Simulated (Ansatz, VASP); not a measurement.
**BaF2: VASP beside Ansatz**

POSCAR

```
BaF2
1.0
    0.0000000000      3.1000485598      3.1000485598
    3.1000485598      0.0000000000      3.1000485598
    3.1000485598      3.1000485598      0.0000000000
Ba F
1 2
Direct
    0.0000000000      0.0000000000      0.0000000000
    0.2500000000      0.2500000000      0.2500000000
    0.7500000000      0.7500000000      0.7500000000
```

INCAR.step1

```
SYSTEM = BaF2
ALGO = Normal ; EDIFF = 1E-5
ENCUT = 580 ; GGA = PE
GGA_COMPAT = .FALSE. ; ISIF = 2
ISMEAR = 0 ; LASPH = .TRUE.
LCHARG = .FALSE. ; LREAL = .FALSE.
LWAVE = .TRUE. ; NBANDS = 19
NELM = 120 ; PREC = Accurate
SIGMA = 0.05
```

Contents of INCAR.step2:

```
SYSTEM = BaF2
AEXX = 0.25 ; ALGO = Normal
EDIFF = 1E-6 ; ENCUT = 580
GGA_COMPAT = .FALSE. ; ISIF = 2
ISMEAR = 0 ; ISTART = 1
LASPH = .TRUE. ; LCHARG = .FALSE.
LHFCALC = .TRUE. ; LMIXTAU = .TRUE.
LREAL = .FALSE. ; LWAVE = .FALSE.
METAGGA = R2SCAN ; NBANDS = 19
NELM = 120 ; PREC = Accurate
PRECFOCK = Normal ; SIGMA = 0.05
```

KPOINTS

```
k-points
0
G
  4 4 4
  0 0 0
```

Input for Ansatz:

```yaml
crystal:
  lattice:
    - [0.0, 3.1000485598, 3.1000485598]
    - [3.1000485598, 0.0, 3.1000485598]
    - [3.1000485598, 3.1000485598, 0.0]
  atoms:
    - { symbol: Ba, position: [0.0, 0.0, 0.0] }
    - { symbol: F, position: [0.25, 0.25, 0.25] }
    - { symbol: F, position: [0.75, 0.75, 0.75] }
basis:
  ecutwfc: 500
  ecutrho_ratio: 4
kpoints:
  mp_grid: { grid: [4, 4, 4] }
hamiltonian:
  xc: r2scan0
scf:
  occupations: { method: gaussian, width: 0.05 }
  n_extra_bands: 10
output:
  forces: true
  stress: true
  eigenvalues: true
  populations: true
  dos: { projected: true, de: 0.02 }
```

Alike in both runs: task single point; functional r2SCAN0; k mesh 4 × 4 × 4; occupations gaussian, width 0.05 eV; no spin polarisation.

|  | VASP | Ansatz |
| --- | --- | --- |
| version | VASP 6.6.1 | Ansatz 0.2.0 |
| potentials or method | VASP PAW PBE potentials, release 64 (Ba_sv, F), cutoff 580 eV | scalar-relativistic, plane waves, PAW |
| valence electrons in the cell | 24 | 24 |

Ansatz gave:

| Item | Value |
| --- | --- |
| gap on the k mesh at the Fermi level (eV) | 9.84 |
| least direct gap on the mesh (eV) | 9.96 |
| pressure (GPa) | -0.7 |

Problem. What did VASP give for the same quantities?

Solution. gap on the k mesh at the Fermi level (eV): 9.78; least direct gap on the mesh (eV): 9.88; pressure (GPa): 0.1.

VASP's potentials were made for PBE, not for r2SCAN0. The functional is the same, so the differences come from potentials, cutoffs and numerics. Ansatz's warnings: stress exchange threshold loose, stress scf threshold loose.

The k mesh is coarse, so the values compare programs but aren't converged. Neither program's run includes spin-orbit coupling.
